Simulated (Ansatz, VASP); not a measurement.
ScBr2: VASP beside Ansatz

```
Sc Br
1.0
     3.96847    0.00000    0.00000
     0.00000    6.30411    0.00000
     0.00000    0.00000   32.28295
Sc Br
2 4
Direct
  0.00000 0.00000 0.29427
  0.00000 0.50000 0.29427
  0.00000 0.75000 0.22809
  0.50000 0.75000 0.33220
  0.00000 0.25000 0.36046
  0.50000 0.25000 0.25634
```

Change from the starting cell: species swapped into a sheet of the MgCl2 type.

Alike in both runs: functional PBE; k mesh 10 × 6 × 1; occupations gaussian, width 0.1 eV; no spin polarisation.

Ansatz relaxed the structure, and its values are those at the end. VASP's run is a single point on that final structure, the one shown.

|  | VASP | Ansatz |
| --- | --- | --- |
| version | VASP 6.6.1 | Ansatz 0.2.0 |
| potentials or method | VASP PAW PBE potentials, release 64 (Sc_sv, Br), cutoff 520 eV | scalar-relativistic, plane waves, PAW |
| valence electrons in the cell | 50 | 50 |

|  | VASP | Ansatz | Ansatz less VASP |
| --- | --- | --- | --- |
| gap on the k mesh at the Fermi level (eV) | none | none | - |
| rms of the force components (eV/Å) | 0.009 | 0.000 | -0.0087 |

A gap of «none» marks a metal or a gap that the smearing closes.
